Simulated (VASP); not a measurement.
# BaTiO3 (Pm-3m) in VASP: a series of runs, part 3 of 3

VASP 6.6.1. Earlier steps stand in the parts before.

## (6) Relaxation of cell and atoms, PBE, target pressure 6 GPa, at which the enthalpy is minimised

This run uses another cell than the first one, of 12.86 Å³/atom.

The input, INCAR:

```
ALGO = Normal
EDIFF = 1E-7
EDIFFG = -0.02
ENCUT = 600
GGA = PE
IBRION = 2
ISIF = 3
ISMEAR = 0
LASPH = True
LCHARG = False
LREAL = False
LWAVE = False
NELM = 100
NSW = 80
PREC = Accurate
PSTRESS = 60.0
SIGMA = 0.01
```

The input, KPOINTS:

```
k-points
0
Gamma
  6 6 6
```

The input, POSCAR:

```
BaTiO3
1.0
    4.0060000000      0.0000000000      0.0000000000
    0.0000000000      4.0060000000      0.0000000000
    0.0000000000      0.0000000000      4.0060000000
Ba Ti O
1 1 3
Direct
    0.5000000000      0.5000000000      0.5000000000
    0.0000000000      0.0000000000      0.0000000000
    0.5000000000      0.0000000000      0.0000000000
    0.0000000000      0.0000000000      0.5000000000
    0.0000000000      0.5000000000      0.0000000000
```

Potentials or basis: VASP PAW PBE potentials, release 64 (Ba_sv, Ti_sv, O).

Launch:

```sh
$ cat potpaw_PBE.64/Ba_sv/POTCAR potpaw_PBE.64/Ti_sv/POTCAR potpaw_PBE.64/O/POTCAR > POTCAR
$ mpirun -np 1 vasp_std > vasp.out
```

OUTCAR:

```text
EDIFF = 1E-7
   EDIFFG = -0.02
   ENCUT = 600
   GGA = PE
   IBRION = 2
   ISIF = 3
   ISMEAR = 0
   LASPH = True
   LREAL = False
   NELM = 100
   NSW = 80
   PREC = Accurate
   PSTRESS = 60.0

 ion  position               nearest neighbor table
   1  0.500  0.500  0.500-   3 2.83   4 2.83   5 2.83   3 2.83   5 2.83   3 2.83   4 2.83   3 2.83
                             4 2.83   5 2.83   5 2.83   4 2.83   2 3.47   2 3.47   2 3.47   2 3.47
   2  0.000  0.000  0.000-   3 2.00   4 2.00   5 2.00   4 2.00   5 2.00   3 2.00   1 3.47   1 3.47
                             1 3.47   1 3.47   1 3.47   1 3.47   1 3.47   1 3.47
   3  0.500  0.000  0.000-   2 2.00   2 2.00   1 2.83   1 2.83   1 2.83   1 2.83
   4  0.000  0.000  0.500-   2 2.00   2 2.00   1 2.83   1 2.83   1 2.83   1 2.83
   5  0.000  0.500  0.000-   2 2.00   2 2.00   1 2.83   1 2.83   1 2.83   1 2.83

  LATTYP: Found a simple cubic cell.
 ALAT       =     4.0060000000

  Lattice vectors:

 A1 = (   4.0060000000,   0.0000000000,   0.0000000000)
 A2 = (   0.0000000000,   4.0060000000,   0.0000000000)
 A3 = (   0.0000000000,   0.0000000000,   4.0060000000)

Analysis of symmetry for initial positions (statically):
=====================================================================
 Subroutine PRICEL returns:
 Original cell was already a primitive cell.

 Routine SETGRP: Setting up the symmetry group for a
[... 159 lines left out ...]

--------------------------------------- Ionic step        1  -------------------------------------------

 number of electron      39.9999998 magnetization

 Free energy of the ion-electron system (eV)
  ---------------------------------------------------
  ext. energy  EPLUGINS =         0.00000000
  ---------------------------------------------------
  free energy    TOTEN  =       -39.97666096 eV

  energy without entropy =      -39.97666096  energy(sigma->0) =      -39.97666096

------------------------ aborting loop because EDIFF is reached ----------------------------------------

  FORCE on cell =-STRESS in cart. coord.  units (eV):
  Direction    XX          YY          ZZ          XY          YZ          ZX
  --------------------------------------------------------------------------------------
  -------------------------------------------------------------------------------------
  Total        1.3136977      1.3136977      1.3136977     -0.0000000     -0.0000000     -0.0000000
  in kB       32.7395869     32.7395869     32.7395869     -0.0000000     -0.0000000     -0.0000000
  external PRESSURE =     -27.2604131 kB  Pullay stress =      60.0000000 kB
[... 69 lines left out ...]
--------------------------------------- Ionic step        3  -------------------------------------------

 number of electron      39.9999988 magnetization

 Free energy of the ion-electron system (eV)
  ---------------------------------------------------
  ext. energy  EPLUGINS =         0.00000000
  ---------------------------------------------------
  free energy    TOTEN  =       -39.94897088 eV

  energy without entropy =      -39.94897088  energy(sigma->0) =      -39.94897088

 E-fermi :   3.9908     XC(G=0): -11.3258

 val. band max:        3.9294306258   @ k =   0.5000   0.5000   0.5000
 cond. band min:       5.6991014821   @ k =   0.0000   0.0000   0.0000
 fundamental gap:      1.7696708563
 Fermi energy:         3.9908361565

 k-point     1 :       0.0000    0.0000    0.0000
  band No.  band energies     occupation
      1     -52.6567      2.00000
      2     -28.8748      2.00000
      3     -28.8748      2.00000
      4     -28.8748      2.00000
      5     -20.8541      2.00000
      6     -12.9923      2.00000
[... 565 lines left out ...]
  energy  without entropy=      -39.9489708773  energy(sigma->0) =      -39.94897088

  enthalpy is  TOTEN    =       -37.5774999596 eV   P V=        2.3714709177

 reached required accuracy - stopping structural energy minimisation
```

OSZICAR:

```text
N       E                     dE             d eps       ncg     rms          rms(c)
DAV:   1     0.475593497493E+03    0.47559E+03   -0.22765E+04   960   0.196E+03
DAV:   2    -0.127116389503E+01   -0.47686E+03   -0.46949E+03  1216   0.500E+02
[... 36 lines left out ...]
DAV:   6    -0.399488455298E+02   -0.37253E-03   -0.96825E-04  1344   0.157E-01    0.736E-02
DAV:   7    -0.399489676784E+02   -0.12215E-03   -0.26791E-04  1320   0.105E-01    0.134E-02
DAV:   8    -0.399489706155E+02   -0.29371E-05   -0.22834E-05  1176   0.263E-02    0.117E-02
DAV:   9    -0.399489705034E+02    0.11207E-06   -0.59723E-06  1208   0.192E-02    0.166E-03
DAV:  10    -0.399489708781E+02   -0.37469E-06   -0.57493E-07  1072   0.464E-03    0.351E-04
DAV:  11    -0.399489708773E+02    0.82491E-09   -0.23958E-08   504   0.145E-03
   3 F= -.37577500E+02 E0= -.37577500E+02  d E =-.837896E-02
```

It took 98 s on 1 thread of Intel Xeon 8259CL, shared host; peak memory 0.22 GiB.

What came out:

- Free energy: -39.9490 eV
- Relaxed volume: 12.67 Å³/atom
- Relaxed cell: a = 3.986 Å, b = 3.986 Å, c = 3.986 Å, α = 90.00°, β = 90.00°, γ = 90.00°
- Space group after relaxing (to 0.1 Å): Pm-3m (No. 221)
- Energy change on relaxing (the run minimises the enthalpy): +5.5 meV/atom
- Ionic steps: 3
- Pressure after relaxing: 6.0 GPa
- Band gap on the k mesh: 1.77 eV (least direct gap 1.90 eV)

Step by step:
| step | energy change (eV) | largest force (eV/Å) | pressure (GPa) | volume (Å³) |
| --- | --- | --- | --- | --- |
| 1 | 0.0000 | 0.0000 | 3.27 | 64.29 |
| 2 | 0.0776 | 0.0000 | 9.26 | 62.27 |
| 3 | 0.0277 | 0.0000 | 6.00 | 63.33 |

Final structure:
```xyz
5
Lattice="3.9859 0.0000 0.0000 0.0000 3.9859 0.0000 0.0000 0.0000 3.9859" Properties=species:S:1:pos:R:3 pbc="T T T"
Ba    1.9929    1.9929    1.9929
Ti    0.0000    0.0000    0.0000
O     1.9929    0.0000    0.0000
O     0.0000    0.0000    1.9929
O     0.0000    1.9929    0.0000
```

Levels at points of the mesh, in eV from the valence-band top:
| k point | band 17 | band 18 | band 19 | band 20 | band 21 | band 22 | band 23 | band 24 |
| --- | --- | --- | --- | --- | --- | --- | --- | --- |
| (0.00, 0.00, 0.00) | -1.11 | -0.13 | -0.13 | -0.13 | 1.77 | 1.77 | 1.77 | 3.99 |
| (0.50, 0.00, 0.00) | -1.84 | -1.84 | -0.71 | -0.71 | 1.93 | 3.55 | 3.55 | 4.00 |
| (0.50, 0.50, 0.00) | -1.72 | -0.86 | -0.86 | -0.09 | 3.56 | 3.56 | 3.97 | 4.86 |
| (0.50, 0.50, 0.50) | -2.40 | 0.00 | 0.00 | 0.00 | 4.24 | 4.24 | 4.24 | 6.78 |

Caveat: the cell is relaxed towards a set pressure, so the run minimises the enthalpy, not the energy; spin-orbit coupling is left out, which moves the levels of the heavy elements.

## (7) Relaxation of cell and atoms, PBE, target pressure 8 GPa, at which the enthalpy is minimised

This run uses another cell than the first one, of 12.86 Å³/atom.

The input, INCAR:

```
SYSTEM = BaTiO3
PREC = Accurate ; ENCUT = 600
EDIFF = 1E-7 ; ISMEAR = 0
SIGMA = 0.01 ; LREAL = .False.
LASPH = .True. ; NELM = 100
ALGO = Normal ; ISIF = 3
LWAVE = .False. ; LCHARG = .False.
GGA = PE ; IBRION = 2
NSW = 80 ; EDIFFG = -0.02
PSTRESS = 80.0
```

The input, KPOINTS:

```
regular mesh
0
Gamma
  6 6 6
  0 0 0
```

POSCAR is that of step 6.

Launch:

```sh
$ cat potpaw_PBE.64/Ba_sv/POTCAR potpaw_PBE.64/Ti_sv/POTCAR potpaw_PBE.64/O/POTCAR > POTCAR
$ mpirun -np 1 vasp_std > vasp.out
```

Wall time 96 s (1 thread of Intel Xeon 8259CL, shared host); peak memory 0.21 GiB.

It converged, with:

```yaml
Free_energy: -39.9207 eV
Relaxed_volume: 12.54 Å³/atom
Relaxed_cell: a = 3.972 Å, b = 3.972 Å, c = 3.972 Å, α = 90.00°, β = 90.00°, γ = 90.00°
Space_group_after_relaxing_to_0.1_Å: Pm-3m (No. 221)
Energy_change_on_relaxing_the_run_minimises_the_enthalpy: +11.2 meV/atom
Ionic_steps: 3
Pressure_after_relaxing: 8.0 GPa
Band_gap_on_the_k_mesh: 1.79 eV (least direct gap 1.91 eV)
```

The path:
| step | energy change (eV) | largest force (eV/Å) | pressure (GPa) | volume (Å³) |
| --- | --- | --- | --- | --- |
| 1 | 0.0000 | 0.0000 | 3.27 | 64.29 |
| 2 | 0.1835 | 0.0000 | 14.26 | 60.82 |
| 3 | 0.0559 | 0.0000 | 7.97 | 62.68 |

Final structure:
```
Ba Ti O
1.0
     3.97223    0.00000    0.00000
     0.00000    3.97223    0.00000
     0.00000    0.00000    3.97223
Ba Ti O
1 1 3
Cartesian
  1.9861 1.9861 1.9861
  0.0000 0.0000 0.0000
  1.9861 0.0000 0.0000
  0.0000 0.0000 1.9861
  0.0000 1.9861 0.0000
```

Levels at points of the mesh, in eV from the valence-band top:
```tsv
k point	band 16	band 17	band 18	band 19	band 20	band 21	band 22	band 23	band 24
(0.00, 0.00, 0.00)	-1.13	-1.13	-0.12	-0.12	-0.12	1.79	1.79	1.79	4.06
(0.50, 0.00, 0.00)	-1.98	-1.86	-1.86	-0.71	-0.71	1.96	3.60	3.60	4.07
(0.50, 0.50, 0.00)	-2.77	-1.71	-0.86	-0.86	-0.09	3.61	3.61	4.03	4.95
(0.50, 0.50, 0.50)	-2.39	-2.39	0.00	0.00	0.00	4.30	4.30	4.30	6.83
```

Caveat: the cell is relaxed towards a set pressure, so the run minimises the enthalpy, not the energy; spin-orbit coupling is left out, which moves the levels of the heavy elements.

## (8) Summary

```csv
task,cell,cutoff (eV),gap on the mesh (eV),pressure (GPa)
single point,"a = 4.003 Å, 5 atoms",520,1.74,3.8
relaxation of cell and atoms,"relaxed from a = 4.006 Å, 5 atoms",600,1.70,0.0
relaxation of cell and atoms,"relaxed to 2 GPa from a = 4.006 Å, 5 atoms",600,1.73,2.0
relaxation of cell and atoms,"relaxed to 4 GPa from a = 4.006 Å, 5 atoms",600,1.75,4.0
relaxation of cell and atoms,"relaxed to 6 GPa from a = 4.006 Å, 5 atoms",600,1.77,6.0
relaxation of cell and atoms,"relaxed to 8 GPa from a = 4.006 Å, 5 atoms",600,1.79,8.0
```

Alike in all rows: level PBE; potentials or basis VASP PAW PBE potentials, release 64 (Ba_sv, Ti_sv, O); no spin polarisation; k mesh 6 × 6 × 6; smearing gaussian 0.01 eV.

Caveats: spin-orbit coupling is left out, which moves the levels of the heavy elements; the cell is relaxed towards a set pressure, so the run minimises the enthalpy, not the energy (at least some runs); the cell stands under pressure (at least some runs).

Total energies depend on the potentials used, so only differences within one code and one set of settings carry meaning.
